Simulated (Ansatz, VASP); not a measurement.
Ca: VASP beside Ansatz

```xyz
4
Lattice="2.7359 -2.7525 0.0000 2.7359 2.7525 0.0000 0.0000 0.0000 10.9557" Properties=species:S:1:pos:R:3 pbc="T T T"
Ca    2.7359   -1.3742    1.3687
Ca    2.7359   -1.3783    6.8465
Ca    2.7359    1.3742    9.5869
Ca    2.7359    1.3783    4.1091
```

Alike in both runs: functional PBEsol; k mesh 4 × 4 × 2; occupations gaussian, width 0.1 eV; no spin polarisation.

Ansatz relaxed the structure, and its values are those at the end. VASP's run is a single point on that final structure, the one shown.

```csv
,VASP,Ansatz
version,VASP 6.6.1,Ansatz 0.2.0
potentials or method,"VASP PAW PBE potentials, release 64 (Ca_sv), cutoff 520 eV","scalar-relativistic, plane waves, PAW"
valence electrons in the cell,40,40
```

|  | VASP | Ansatz | Ansatz less VASP |
| --- | --- | --- | --- |
| gap on the k mesh at the Fermi level (eV) | none | none | - |
| pressure (GPa) | -0.1 | -0.1 | -0.01 |

VASP's potentials were made for PBE, not for PBEsol. A gap of «none» marks a metal or a gap that the smearing closes.

The k mesh is coarse, so the values compare programs but aren't converged.
